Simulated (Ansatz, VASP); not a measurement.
**HfN in VASP and in Ansatz**

INCAR

```
PREC     = Accurate       # precision mode
ENCUT    = 600            # plane-wave cutoff, eV
EDIFF    = 1E-6           # SCF threshold, eV
ISMEAR   = 0              # smearing method
SIGMA    = 0.028999999999999998 # smearing width, eV
LREAL    = False          # projectors in reciprocal space
LASPH    = True           # aspherical terms in the spheres
NELM     = 120            # most SCF steps
ALGO     = Normal         # electronic algorithm
ISIF     = 2              # what is computed and relaxed
LWAVE    = False          # write WAVECAR
LCHARG   = False          # write CHGCAR
GGA      = PE             # functional
NBANDS   = 14             # bands
GGA_COMPAT= False
```

KPOINTS

```
regular mesh
0
Gamma
  10 10 10
```

POSCAR

```
HfN
1.0
    0.0000000000      2.2560000000      2.2560000000
    2.2560000000      0.0000000000      2.2560000000
    2.2560000000      2.2560000000      0.0000000000
Hf N
1 1
Direct
    0.0000000000      0.0000000000      0.0000000000
    0.5000000000      0.5000000000      0.5000000000
```

input.yaml

```yaml
crystal:
  lattice:
    - [0.0, 2.256, 2.256]
    - [2.256, 0.0, 2.256]
    - [2.256, 2.256, 0.0]
  atoms:
    - { symbol: Hf, position: [0.0, 0.0, 0.0] }
    - { symbol: "N", position: [0.5, 0.5, 0.5] }
kpoints:
  mp_grid: { grid: [10, 10, 10] }
scf:
  occupations: { method: gaussian, width: 0.029 }
hamiltonian:
  xc: pbe
  pseudopotentials: { kind: all_electron, lapw: { basis_error: 0.001 } }
output:
  forces: true
  stress: true
  eigenvalues: true
```

Alike in both runs: task single point; functional PBE; k mesh 10 × 10 × 10; occupations gaussian, width 0.029 eV; no spin polarisation.

|  | VASP | Ansatz |
| --- | --- | --- |
| version | VASP 6.6.1 | Ansatz 0.2.0 |
| potentials or method | VASP PAW PBE potentials, release 64 (Hf_pv, N), cutoff 600 eV | all-electron LAPW, scalar-relativistic |

```tsv
	VASP	Ansatz	Ansatz less VASP
gap on the k mesh at the Fermi level (eV)	none	none	-
pressure (GPa)	4.1	6.7	+2.57
```

A gap of «none» marks a metal or a gap that the smearing closes. Ansatz ran all-electron here, and VASP with PAW potentials.

Neither program's run includes spin-orbit coupling.
